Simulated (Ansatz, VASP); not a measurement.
## Two plane-wave programs on SnSe

File POSCAR:

```
SnSe
1.0
    4.2853274191      0.0000000000      0.0000000000
    0.0000000000      4.2853274191      0.0000000000
    0.0000000000      0.0000000000     10.9906921300
Sn Se
2 2
Direct
    0.0000000000      0.5000000000      0.6277708900
    0.5000000000      0.0000000000      0.3722291100
    0.0000000000      0.5000000000      0.3839605100
    0.5000000000      0.0000000000      0.6160394900
```

INCAR.step1

```
SYSTEM = SnSe
PREC     = Accurate       ! precision mode
ENCUT    = 520            ! plane-wave cutoff, eV
ISMEAR   = -1             ! smearing method
SIGMA    = 0.05           ! smearing width, eV
LREAL    = .False.        ! projectors in reciprocal space
LASPH    = .True.         ! aspherical terms in the spheres
NELM     = 60             ! most SCF steps
NBANDS   = 28             ! bands
GGA      = PE             ! functional
ALGO     = Normal         ! electronic algorithm
EDIFF    = 1E-4           ! SCF threshold, eV
LWAVE    = .True.         ! write WAVECAR
LCHARG   = .False.        ! write CHGCAR
```

The input INCAR.step2:

```
SYSTEM = SnSe
PREC     = Accurate       ! precision mode
ENCUT    = 520            ! plane-wave cutoff, eV
EDIFF    = 1E-7           ! SCF threshold, eV
ISMEAR   = -1             ! smearing method
SIGMA    = 0.05           ! smearing width, eV
LREAL    = .False.        ! projectors in reciprocal space
LASPH    = .True.         ! aspherical terms in the spheres
NELM     = 60             ! most SCF steps
ALGO     = Normal         ! electronic algorithm
ISIF     = 2              ! what is computed and relaxed
LWAVE    = .False.        ! write WAVECAR
LCHARG   = .False.        ! write CHGCAR
METAGGA  = R2SCAN         ! meta-GGA
LMIXTAU  = .True.       
NBANDS   = 28             ! bands
ISTART   = 1
```

File KPOINTS:

```
regular mesh
0
Gamma
  4 4 2
  0 0 0
```

input.yaml

```yaml
crystal:
  lattice:
    - [4.2853274191, 0.0, 0.0]
    - [0.0, 4.2853274191, 0.0]
    - [0.0, 0.0, 10.99069213]
  atoms:
    - { symbol: Sn, position: [0.0, 0.5, 0.62777089] }
    - { symbol: Sn, position: [0.5, 0.0, 0.37222911] }
    - { symbol: Se, position: [0.0, 0.5, 0.38396051] }
    - { symbol: Se, position: [0.5, 0.0, 0.61603949] }
hamiltonian:
  xc: r2scan
  pseudopotentials: { kind: paw }
kpoints:
  mp_grid: { grid: [4, 4, 2] }
scf:
  occupations: { method: fermi_dirac, width: 0.05 }
output:
  forces: true
  stress: true
  eigenvalues: true
```

Alike in both runs: task single point; functional r2SCAN; k mesh 4 × 4 × 2; occupations fermi-dirac, width 0.05 eV; no spin polarisation.

```csv
,VASP,Ansatz
version,VASP 6.6.1,Ansatz 0.2.0
potentials or method,"VASP PAW PBE potentials, release 64 (Sn_d, Se)",Ansatz PAW
plane-wave cutoff (eV),520,500
valence electrons in the cell,40,60
```

VASP gave:

* gap on the k mesh at the Fermi level (eV): 1.91
* least direct gap on the mesh (eV): 1.97
* rms of the force components (eV/Å): 0.031

Question: Estimate Ansatz's values.

Answer: gap on the k mesh at the Fermi level (eV): 1.92; least direct gap on the mesh (eV): 1.98; rms of the force components (eV/Å): 0.037.

VASP's potentials were made for PBE, not for r2SCAN. Atom by atom the forces differ by 0.007 eV/Å (rms over components). The functional is the same, so the differences come from potentials, cutoffs and numerics. VASP's potentials hold 40 valence electrons a cell and Ansatz's 60, so a difference there can come from the potentials and not from the codes.
